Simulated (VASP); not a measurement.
PbS: electric field gradients with LDA

PbS:

```
CELL_PARAMETERS angstrom
0.08895 3.00948 3.00948
3.00948 0.08895 3.00948
3.00948 3.00948 0.08895
ATOMIC_POSITIONS crystal
Pb 0.00000 0.00000 0.00000
S 0.50000 0.50000 0.50000
```

This cell differs from its parent crystal: equal xy, yz and zx shear strains of +3 %.

- Program: VASP 6.6.1
- Task: electric field gradients
- Functional: LDA
- Potentials or basis: VASP PAW LDA potentials, release 64 (Pb_d, S)
- Cutoff: 520 eV
- k mesh: 8 × 8 × 8
- Occupations: fermi-dirac, width 0.01 eV
- Spin: no spin polarisation
- Dipole correction: no
- Further INCAR settings: ALGO = Normal; EDIFF = 1e-08; NBANDS = 17

```
Pressure                                : -2.6 GPa
Band gap on the k mesh                  : zero (bands 10 and 11 overlap by 0.08 eV)
Largest electric field gradient by atom : Pb -4.1; S +10.2 V/Å²
```

Stress tensor (GPa, compression positive):
```
-2.55 -0.63 -0.63
-0.63 -2.55 -0.63
-0.63 -0.63 -2.55
```

Levels at points of the mesh, in eV from the Fermi level:
| k point | band 8 | band 9 | band 10 | band 11 | band 12 | band 13 |
| --- | --- | --- | --- | --- | --- | --- |
| (0.00, 0.00, 0.00) | -2.49 | -2.14 | -2.14 | 4.99 | 4.99 | 5.00 |
| (0.50, 0.00, 0.00) | -1.95 | -1.82 | -0.15 | 0.01 | 1.60 | 1.76 |
| (0.50, 0.50, 0.00) | -5.35 | -3.70 | -3.41 | 3.65 | 5.15 | 5.45 |
| (0.50, 0.50, 0.50) | -1.73 | -1.73 | 0.08 | 0.35 | 2.01 | 2.01 |

Electric field gradients, principal values (V/Å²):
| atom | least | middle | greatest (by size) |
| --- | --- | --- | --- |
| 1 Pb | 2.064 | 2.064 | -4.129 |
| 2 S | -5.107 | -5.107 | 10.214 |

Wall time 42 s on 1 thread of Intel Xeon 8259CL, on a shared host, peak memory 0.19 GiB.

Caveat: the cell differs from its parent crystal (equal xy, yz and zx shear strains of +3 %); semilocal functionals underestimate gaps, so a narrow gap can read as zero; without QUAD_EFG the Cq values of the log hold for a quadrupole moment of 1 mb, not for the nuclei; spin-orbit coupling is left out, which moves the levels of the heavy elements.
